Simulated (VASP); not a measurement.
# Nb (Im-3m) in VASP: notebook, part 2 of 2

VASP 6.6.1.

**4. Relaxation of cell and atoms, PBEsol**

This run uses another cell than the first one: it holds 1 atom, not 2.

INCAR reads:

```
PREC = Accurate
ENCUT = 600
EDIFF = 1E-7
ISMEAR = -1
SIGMA = 0.05
LREAL = False
LASPH = True
NELM = 100
ALGO = Normal
ISIF = 3
LWAVE = False
LCHARG = False
GGA = PS
IBRION = 2
NSW = 60
EDIFFG = -0.005
```

KPOINTS reads:

```
Automatic mesh
0
Gamma
  18 18 18
```

POSCAR reads:

```
Nb
1.0
   -1.6503519298      1.6503519298      1.6503519298
    1.6503519298     -1.6503519298      1.6503519298
    1.6503519298      1.6503519298     -1.6503519298
Nb
1
Direct
    0.0000000000      0.0000000000      0.0000000000
```

Potentials or basis: VASP PAW PBE potentials, release 64 (Nb_sv).

The run is started by

```console
> cat potpaw_PBE.64/Nb_sv/POTCAR > POTCAR
> mpirun -np 1 vasp_std > vasp.out
```

OUTCAR:

```text
PREC = Accurate
   ENCUT = 600
   EDIFF = 1E-7
   ISMEAR = -1
   LREAL = False
   LASPH = True
   NELM = 100
   ISIF = 3
   GGA = PS
   IBRION = 2
   NSW = 60
   EDIFFG = -0.005

 ion  position               nearest neighbor table
   1  0.000  0.000  0.000-

  LATTYP: Found a body centered cubic cell.
 ALAT       =     3.3007038596

  Lattice vectors:

 A1 = (  -1.6503519298,   1.6503519298,   1.6503519298)
 A2 = (   1.6503519298,  -1.6503519298,   1.6503519298)
 A3 = (   1.6503519298,   1.6503519298,  -1.6503519298)

Analysis of symmetry for initial positions (statically):
=====================================================================
 Subroutine PRICEL returns:
 Original cell was already a primitive cell.

 Routine SETGRP: Setting up the symmetry group for a
 body centered cubic supercell.

 Subroutine GETGRP returns: Found 48 space group operations
 (whereof 48 operations were pure point group operations)
 out of a pool of 48 trial point group operations.

[... 166 lines left out ...]
  --------------------------------------------------------------------------------------
  -------------------------------------------------------------------------------------
  Total       -0.5234883     -0.5234883     -0.5234883      0.0000000     -0.0000000      0.0000000
  in kB      -46.6474478    -46.6474478    -46.6474478      0.0000000     -0.0000000      0.0000000
  external PRESSURE =     -46.6474478 kB  Pullay stress =       0.0000000 kB
[... 92 lines left out ...]
--------------------------------------- Ionic step        4  -------------------------------------------

 number of electron      13.0000001 magnetization

 Free energy of the ion-electron system (eV)
  ---------------------------------------------------
  ext. energy  EPLUGINS =         0.00000000
  ---------------------------------------------------
  free energy    TOTEN  =       -10.95856374 eV

  energy without entropy =      -10.94571050  energy(sigma->0) =      -10.95213712

 E-fermi :  11.4392     XC(G=0): -12.7803

 val. band max:       11.4351908327   @ k =   0.2778   0.1111   0.0556
 cond. band min:      11.4394790874   @ k =   0.3333   0.1667   0.1667
 fundamental gap:      0.0042882547
 Fermi energy:        11.4392104095

 k-point     1 :       0.0000    0.0000    0.0000
  band No.  band energies     occupation
      1     -42.7850      2.00000
      2     -18.0348      2.00000
      3     -18.0348      2.00000
      4     -18.0348      2.00000
      5       5.4258      2.00000
      6      11.8071      0.00127
      7      11.8071      0.00127
      8      11.8071      0.00127
      9      14.8148      0.00000
     10      14.8148      0.00000
[... 287 lines left out ...]
 k-point    24 :       0.3889    0.1111    0.0000
  band No.  band energies     occupation
      1     -42.5068      2.00000
      2     -19.4392      2.00000
      3     -18.5483      2.00000
      4     -18.1148      2.00000
      5       7.9946      2.00000
      6       9.8414      2.00000
      7      12.6470      0.00000
      8      14.7128      0.00000
      9      15.8501      0.00000
     10      18.4617      0.00000

 [... further k-points ...]
[... 5 lines left out ...]
  --------------------------------------------------------------------------------------
  -------------------------------------------------------------------------------------
  Total        0.0026537      0.0026537      0.0026537     -0.0000000     -0.0000000     -0.0000000
  in kB        0.2429755      0.2429755      0.2429755     -0.0000000     -0.0000000     -0.0000000
  external PRESSURE =       0.2429755 kB  Pullay stress =       0.0000000 kB
[... 16 lines left out ...]
  FREE ENERGIE OF THE ION-ELECTRON SYSTEM (eV)
  ---------------------------------------------------
  free  energy   TOTEN  =       -10.9585637391 eV

  energy  without entropy=      -10.9457105024  energy(sigma->0) =      -10.95213712

 reached required accuracy - stopping structural energy minimisation
```

OSZICAR:

```text
N       E                     dE             d eps       ncg     rms          rms(c)
DAV:   1     0.129176826004E+03    0.12918E+03   -0.81524E+03  3924   0.145E+03
DAV:   2    -0.536648685226E+01   -0.13454E+03   -0.13146E+03  4116   0.476E+02
DAV:   3    -0.111312132079E+02   -0.57647E+01   -0.54385E+01  5896   0.827E+01
[... 37 lines left out ...]
DAV:   3    -0.109585606598E+02    0.42705E-05   -0.30984E-05  6020   0.637E-02    0.840E-03
DAV:   4    -0.109585620084E+02   -0.13486E-05   -0.10218E-06  4904   0.112E-02    0.471E-03
DAV:   5    -0.109585635676E+02   -0.15592E-05   -0.25166E-06  6420   0.116E-02    0.200E-03
DAV:   6    -0.109585636680E+02   -0.10046E-06   -0.46384E-08  2268   0.308E-03    0.697E-04
DAV:   7    -0.109585637391E+02   -0.71037E-07   -0.14312E-08  2032   0.205E-03
   4 F= -.10958564E+02 E0= -.10952137E+02  d E =-.711859E-02
```

It took 40 s on 1 thread of Intel Xeon 6975P-C (Granite Rapids), shared host; peak memory 0.17 GiB.

What came out:

| Quantity | Value |
| --- | --- |
| Free energy | -10.9586 eV |
| Relaxed volume | 17.50 Å³/atom |
| Relaxed cell | a = 2.833 Å, b = 2.833 Å, c = 2.833 Å, α = 109.47°, β = 109.47°, γ = 109.47° |
| Space group after relaxing (to 0.05 Å) | Im-3m (No. 229) |
| Energy gained by relaxing | 7.1 meV/atom |
| Ionic steps | 4 |
| Pressure after relaxing | 0.0 GPa |

Step by step:
| step | energy change (eV) | largest force (eV/Å) | pressure (GPa) | volume (Å³) |
| --- | --- | --- | --- | --- |
| 1 | 0.0000 | 0.0000 | -4.66 | 17.98 |
| 2 | 0.0179 | 0.0000 | 9.79 | 16.65 |
| 3 | -0.0071 | 0.0000 | -0.08 | 17.51 |
| 4 | -0.0071 | 0.0000 | 0.02 | 17.50 |

Final structure:
```
Nb
1.0
    -1.63548    1.63548    1.63548
     1.63548   -1.63548    1.63548
     1.63548    1.63548   -1.63548
Nb
1
Direct
  0.00000 0.00000 0.00000
```

Caveat: the PAW data sets were made with another functional, which shifts forces and pressure a little.

**5. Overview**

```csv
task,cell,k mesh,cutoff (eV),gap on the mesh (eV),pressure (GPa)
single point,"a = 3.273 Å, 2 atoms",11 × 11 × 11,520,none,-0.2
single point,"a = 2.834 Å, angles 109.5°, 1 atom",18 × 18 × 18,520,none,-0.3
relaxation of cell and atoms,"relaxed from a = 2.858 Å, angles 109.5°, 1 atom",18 × 18 × 18,600,none,0.0
```

Alike in all rows: level PBEsol; potentials or basis VASP PAW PBE potentials, release 64 (Nb_sv); no spin polarisation; smearing fermi-dirac 0.05 eV.

Caveats: the PAW data sets were made with another functional, which shifts forces and pressure a little.

Absolute energies hang on the potentials; compare differences alone.
